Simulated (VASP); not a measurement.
Here is a VASP 6.6.1 calculation.

File POSCAR:

```
Al3Cu
1.0
    2.8029787992      0.0000000000      0.0000000000
    0.0000000000      2.8029787992      0.0000000000
    0.0000000000      0.0000000000      7.6757986744
Al Cu
3 1
Direct
    0.0000000000      0.0000000000      0.5000000000
    0.5000000000      0.5000000000      0.2227835996
    0.5000000000      0.5000000000      0.7772164004
    0.0000000000      0.0000000000      0.0000000000
```

File INCAR.step1:

```
PREC     = Accurate       # precision mode
ENCUT    = 520            # plane-wave cutoff, eV
ISMEAR   = 0              # smearing method
SIGMA    = 0.1            # smearing width, eV
LREAL    = F              # projectors in reciprocal space
LASPH    = T              # aspherical terms in the spheres
NELM     = 60             # most SCF steps
NBANDS   = 18             # bands
GGA      = PE             # functional
ALGO     = Normal         # electronic algorithm
EDIFF    = 1E-4           # SCF threshold, eV
LWAVE    = T              # write WAVECAR
LCHARG   = F              # write CHGCAR
```

INCAR.step2

```
PREC     = Accurate       # precision mode
ENCUT    = 520            # plane-wave cutoff, eV
EDIFF    = 1E-6           # SCF threshold, eV
ISMEAR   = 0              # smearing method
SIGMA    = 0.1            # smearing width, eV
LREAL    = F              # projectors in reciprocal space
LASPH    = T              # aspherical terms in the spheres
NELM     = 60             # most SCF steps
ALGO     = Normal         # electronic algorithm
ISIF     = 2              # what is computed and relaxed
LWAVE    = F              # write WAVECAR
LCHARG   = F              # write CHGCAR
METAGGA  = R2SCAN         # meta-GGA
LMIXTAU  = T            
NBANDS   = 18             # bands
ISTART   = 1
```

Contents of KPOINTS:

```
regular mesh
0
Gamma
  16 16 6
```

Potentials or basis: VASP PAW PBE potentials, release 64 (Al, Cu).

Run with:

```bash
$ cat potpaw_PBE.64/Al/POTCAR potpaw_PBE.64/Cu/POTCAR > POTCAR
$ cp INCAR.step1 INCAR
$ mpirun -np 1 vasp_std > vasp.out
$ cp INCAR.step2 INCAR
$ mpirun -np 1 vasp_std > vasp.out
```

(1) Estimate the largest force.

(2) Estimate the band gap on the k mesh.

Results:

(1) 0.048 eV/Å.

(2) zero (bands 10 and 11 overlap by 6.28 eV).

Caveat: the cell stands under tension; the PAW data sets were made with another functional, which shifts forces and pressure a little.
